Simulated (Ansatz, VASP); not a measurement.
**Sc2H in VASP and in Ansatz**

Contents of INCAR:

```
SYSTEM = Sc2H
PREC = Accurate
ENCUT = 600
EDIFF = 1E-6
ISMEAR = 0
SIGMA = 0.1
LREAL = .FALSE.
LASPH = .TRUE.
NELM = 100
ALGO = Normal
ISIF = 3
LWAVE = .FALSE.
LCHARG = .FALSE.
GGA = PE
IBRION = 2
NSW = 100
EDIFFG = -0.01
```

KPOINTS

```
regular mesh
0
G
  6 12 8
  0 0 0
```

POSCAR

```
Sc2H
1.0
    6.1352606343      0.0000000000      0.0000000000
    0.0000000000      3.1550343160      0.0000000000
    0.0000000000      0.0000000000      5.3328391795
Sc H
4 2
Direct
    0.7500000000      0.2752978012      0.2500000000
    0.7500000000      0.7247021988      0.7500000000
    0.2500000000      0.2752978012      0.2500000000
    0.2500000000      0.7247021988      0.7500000000
    0.0000000000      0.5000000000      0.0000000000
    0.5000000000      0.5000000000      0.5000000000
```

Input for Ansatz:

```yaml
crystal:
  lattice:
    - [6.1352606343, 0.0, 0.0]
    - [0.0, 3.155034316, 0.0]
    - [0.0, 0.0, 5.3328391795]
  atoms:
    - { symbol: Sc, position: [0.75, 0.2752978012, 0.25] }
    - { symbol: Sc, position: [0.75, 0.7247021988, 0.75] }
    - { symbol: Sc, position: [0.25, 0.2752978012, 0.25] }
    - { symbol: Sc, position: [0.25, 0.7247021988, 0.75] }
    - { symbol: H, position: [0.0, 0.5, 0.0] }
    - { symbol: H, position: [0.5, 0.5, 0.5] }
basis:
  ecutwfc: 420
kpoints:
  mp_grid: { grid: [6, 12, 8] }
hamiltonian:
  xc: pbe
scf:
  occupations: { method: gaussian, width: 0.1 }
output:
  forces: true
  stress: true
  eigenvalues: true
relax:
  adjacent_minimum: "off"
  f_tol: 0.01
  max_steps: 80
  cell: { stress_tol: 0.05 }
```

Alike in both runs: task relaxation of cell and atoms; functional PBE; k mesh 6 × 12 × 8; occupations gaussian, width 0.1 eV; no spin polarisation.

```csv
,VASP,Ansatz
version,VASP 6.6.1,Ansatz 0.2.0
potentials or method,"VASP PAW PBE potentials, release 64 (Sc_sv, H), cutoff 600 eV","scalar-relativistic, plane waves, PAW"
valence electrons in the cell,46,46
```

|  | VASP | Ansatz | Ansatz less VASP |
| --- | --- | --- | --- |
| gap on the k mesh at the Fermi level, each at its own relaxed structure (eV) | none | none | - |
| relaxed volume (Å³/atom) | 17.26 | 17.20 | -0.056 |
| relaxed cell length with the largest relative difference (Å) | 5.337 | 5.331 | -0.0062 |

A gap of «none» marks a metal or a gap that the smearing closes.
